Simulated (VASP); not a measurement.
Here is a VASP 6.6.1 calculation.

File INCAR:

```
PREC = Accurate
ENCUT = 520
EDIFF = 1E-6
ISMEAR = -5
SIGMA = 0.05
LREAL = False
LASPH = True
NELM = 150
ALGO = Fast
ISIF = 2
LWAVE = False
LCHARG = False
MAGMOM = 0 0 0
LORBIT = 11
LSORBIT = True
GGA_COMPAT = False
LORBMOM = True
GGA = CA
NBANDS = 21
```

KPOINTS

```
regular mesh
0
Gamma
  8 8 8
```

The input POSCAR:

```
Ba
1.0
   -2.5065000000      2.5065000000      2.5065000000
    2.5065000000     -2.5065000000      2.5065000000
    2.5065000000      2.5065000000     -2.5065000000
Ba
1
Direct
    0.0000000000      0.0000000000      0.0000000000
```

Potentials or basis: VASP PAW LDA potentials, release 64 (Ba_sv).

Run with:

```sh
$ cat potpaw_LDA.64/Ba_sv/POTCAR > POTCAR
$ mpirun -np 1 vasp_ncl > vasp.out
```

(1) Estimate the net moment.

(2) Predict the pressure.

Results:

(1) 0.00 μB per cell.

(2) -1.2 GPa.
